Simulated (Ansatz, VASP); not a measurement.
**Two plane-wave programs on ZnSe**

```
Zn Se
1.0
     0.00000    2.82135    2.82135
     2.82135    0.00000    2.82135
     2.82135    2.82135    0.00000
Zn Se
1 1
Cartesian
  0.0000 0.0000 0.0000
  1.4107 1.4107 1.4107
```

Alike in both runs: task single point; functional HSE06; k mesh 4 × 4 × 4; occupations fermi-dirac, width 0.05 eV; no spin polarisation.

|  | VASP | Ansatz |
| --- | --- | --- |
| version | VASP 6.6.1 | Ansatz 0.2.0 development build |
| potentials or method | VASP PAW PBE potentials, release 64 (Zn, Se) | plane waves, PAW datasets (generated soft set 1) |
| plane-wave cutoff (eV) | 520 | 420 |
| valence electrons in the cell | 18 | 28 |

|  | VASP | Ansatz | Ansatz less VASP |
| --- | --- | --- | --- |
| gap on the k mesh at the Fermi level (eV) | 2.49 | 2.50 | +0.007 |

The functional is the same, so the differences come from potentials, cutoffs and numerics. VASP's potentials hold 18 valence electrons a cell and Ansatz's 28, so a difference there can come from the potentials and not from the codes.

The k mesh is coarse, so the values compare programs but aren't converged.
